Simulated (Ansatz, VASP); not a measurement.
One calculation of CaS, two programs

```
Ca S
1.0
     0.00000    2.86670    2.86670
     2.86670    0.00000    2.86670
     2.86670    2.86670    0.00000
Ca S
1 1
Direct
  0.50000 0.50000 0.50000
  0.00000 0.00000 0.00000
```

Change from the starting cell: species swapped into the HoAs type (Fm-3m, No. 225).

Alike in both runs: functional PBE; k mesh 4 × 4 × 4; occupations gaussian, width 0.15 eV; no spin polarisation.

Ansatz relaxed the structure, and its values are those at the end. VASP's run is a single point on that final structure, the one shown.

```csv
,VASP,Ansatz
version,VASP 6.6.1,Ansatz 0.2.0
potentials or method,"VASP PAW PBE potentials, release 64 (Ca_sv, S), cutoff 500 eV","scalar-relativistic, plane waves, PAW"
valence electrons in the cell,16,16
```

|  | VASP | Ansatz | Ansatz less VASP |
| --- | --- | --- | --- |
| gap on the k mesh at the Fermi level (eV) | 2.39 | 2.40 | +0.005 |
| least direct gap on the mesh (eV) | 3.19 | 3.19 | +0.005 |
| pressure (GPa) | -0.4 | -0.5 | -0.14 |

The functional is the same, so the differences come from potentials, cutoffs and numerics.

The k mesh is coarse, so the values compare programs but aren't converged.
